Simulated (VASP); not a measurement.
Write the native input for VASP 6.6.1 that does the following.

| Quantity | Value |
| --- | --- |
| Task | single point |
| Functional | PBE |
| Potentials or basis | VASP PAW PBE potentials, release 64 (Au) |
| Cutoff | 520 eV |
| k mesh | 20 × 20 × 20 |
| Occupations | gaussian, width 0.15 eV |
| Spin | no spin polarisation |
| Dipole correction | no |
| Further INCAR settings | ALGO = Normal; EDIFF = 1e-06; NBANDS = 12 |

The structure of Au lies in POSCAR:

```
Au
1.0
    0.0000000000      2.0761825000      1.9841350000
    2.0761825000      0.0000000000      1.9841350000
    2.0761825000      2.0761825000      0.0000000000
Au
1
Direct
    0.0000000000      0.0000000000      0.0000000000
```

This cell differs from its parent crystal: strain +0.015 along x and y, -0.030 along z.

The input as run:

INCAR

```
SYSTEM = Au
ALGO = Normal ; EDIFF = 1E-6
ENCUT = 520 ; GGA = PE
ISIF = 2 ; ISMEAR = 0
LASPH = .True. ; LCHARG = .False.
LREAL = .False. ; LWAVE = .False.
NBANDS = 12 ; NELM = 100
PREC = Accurate ; SIGMA = 0.15
```

KPOINTS

```
k-points
0
Gamma
  20 20 20
  0 0 0
```

Potentials or basis: VASP PAW PBE potentials, release 64 (Au).

Run with:

```console
$ cat potpaw_PBE.64/Au/POTCAR > POTCAR
$ mpirun -np 1 vasp_std > vasp.out
```

Results of the run:

```json
{
  "Pressure": "7.8 GPa",
  "Band gap on the k mesh": "zero (an odd number of electrons rules out a gap without spin polarisation)"
}
```

Caveat: the cell differs from its parent crystal (strain +0.015 along x and y, -0.030 along z); the cell stands under pressure; spin-orbit coupling is left out, which moves the levels of the heavy elements.

It took 2.1 min on 1 thread of Intel Xeon 8259CL, with other jobs on the host, peak memory 0.26 GiB.
